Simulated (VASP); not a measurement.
Input of a VASP 6.6.1 run:

File INCAR:

```
ALGO = Normal
EDIFF = 1E-6
ENCUT = 520
GGA = PS
ISIF = 2
ISMEAR = 0
LASPH = T
LCHARG = F
LREAL = Auto
LUSENCCL = F
LWAVE = F
NBANDS = 118
NELM = 80
PREC = Accurate
SIGMA = 0.05
```

Contents of KPOINTS:

```
k-points
0
Gamma
  1 1 4
```

POSCAR

```
HfO2
1.0
   14.1000000000      0.0000000000      0.0000000000
    0.0000000000     12.9000000000      0.0000000000
    0.0000000000      0.0000000000      8.7363021697
Hf O
9 18
Direct
    0.6095301154      0.5000000000      0.0000000000
    0.3174498077      0.5000000000      0.6666666667
    0.4634899615      0.5000000000      0.3333333333
    0.3904698846      0.3617604486      0.0000000000
    0.6825501923      0.3617604486      0.3333333333
    0.5365100385      0.6382395514      0.6666666667
    0.3904698846      0.6382395514      0.0000000000
    0.6825501923      0.6382395514      0.3333333333
    0.5365100385      0.3617604486      0.6666666667
    0.4634899615      0.5000000000      0.5833333333
    0.6825501923      0.6382395514      0.0833333333
    0.5365100385      0.3617604486      0.4166666667
    0.3904698846      0.6382395514      0.7500000000
    0.6095301154      0.5000000000      0.2500000000
    0.3174498077      0.5000000000      0.9166666667
    0.6825501923      0.3617604486      0.0833333333
    0.5365100385      0.6382395514      0.4166666667
    0.3904698846      0.3617604486      0.7500000000
    0.3904698846      0.6382395514      0.2500000000
    0.6825501923      0.6382395514      0.5833333333
    0.5365100385      0.3617604486      0.9166666667
    0.4634899615      0.5000000000      0.0833333333
    0.3904698846      0.3617604486      0.2500000000
    0.6825501923      0.3617604486      0.5833333333
    0.5365100385      0.6382395514      0.9166666667
    0.3174498077      0.5000000000      0.4166666667
    0.6095301154      0.5000000000      0.7500000000
```

Potentials or basis: VASP PAW PBE potentials, release 64 (Hf_pv, O).

Command:

```console
$ cat potpaw_PBE.64/Hf_pv/POTCAR potpaw_PBE.64/O/POTCAR > POTCAR
$ mpirun -np 1 vasp_std > vasp.out
```

**Question.** Estimate the largest force.

**Answer.** 6.447 eV/Å.

**Question.** Estimate the band gap on the k mesh.

**Answer.** 0.06 eV (least direct gap 0.08 eV).

Forces in eV/Å, atoms in the order of the input:
```
Hf  -0.078  0.000 -0.463
Hf   5.933  0.000 -2.385
Hf  -4.091  0.000 -0.387
Hf   3.704  4.874  2.022
Hf  -5.818  2.187  0.418
Hf   2.517 -5.084  0.133
Hf   3.704 -4.874  2.022
Hf  -5.818 -2.187  0.418
Hf   2.517  5.084  0.133
O   -0.033  0.000  1.192
O    0.787 -0.754  3.350
O    2.057 -0.990 -0.084
O   -1.469  0.292 -0.730
O    2.621  0.000  2.307
O   -0.547  0.000  0.779
O    0.787  0.754  3.350
O    2.057  0.990 -0.084
O   -1.469 -0.292 -0.730
O   -0.081  0.406 -4.476
O   -0.221  1.420 -2.746
O   -2.354 -1.319 -0.297
O    0.061  0.000 -1.297
O   -0.081 -0.406 -4.476
O   -0.221 -1.420 -2.746
O   -2.354  1.319 -0.297
O   -0.407  0.000  4.622
O   -1.700  0.000  0.452
```

Caveat: semilocal functionals underestimate gaps, and a narrow one can read as zero; the PAW data sets were made with another functional, which shifts forces and pressure a little; spin-orbit coupling is left out, which moves the levels of the heavy elements.
